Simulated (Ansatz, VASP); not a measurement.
# One calculation of Ti, two programs

```
Ti
1.0
     0.00000    2.05030    2.03000
     2.05030    0.00000    2.03000
     2.05030    2.05030    0.00000
Ti
1
Direct
  0.00000 0.00000 0.00000
```

Change from the starting cell: equal xx and yy strain of +1 %, crystal datasets.

Alike in both runs: task electric field gradients; functional PBE; k mesh 15 × 15 × 15; occupations fermi-dirac, width 0.05 eV; no spin polarisation.

```csv
,VASP,Ansatz
version,VASP 6.6.1,Ansatz 0.2.0
potentials or method,"VASP PAW PBE potentials, release 64 (Ti_sv), cutoff 520 eV","all-electron PAW with datasets made for the crystal, scalar-relativistic"
```

Ansatz gave:

- pressure (GPa): 2.1
- traceless stress, the component that is largest in VASP (GPa): 0.28
- size of Vzz on the site where it differs most (V/Å²): 0.7

Problem. Estimate VASP's values.

Solution. Pressure (GPa): 1.8; traceless stress, the component that is largest in VASP (GPa): 0.28; size of Vzz on the site where it differs most (V/Å²): 0.7.

Ansatz ran all-electron here, and VASP with PAW potentials.
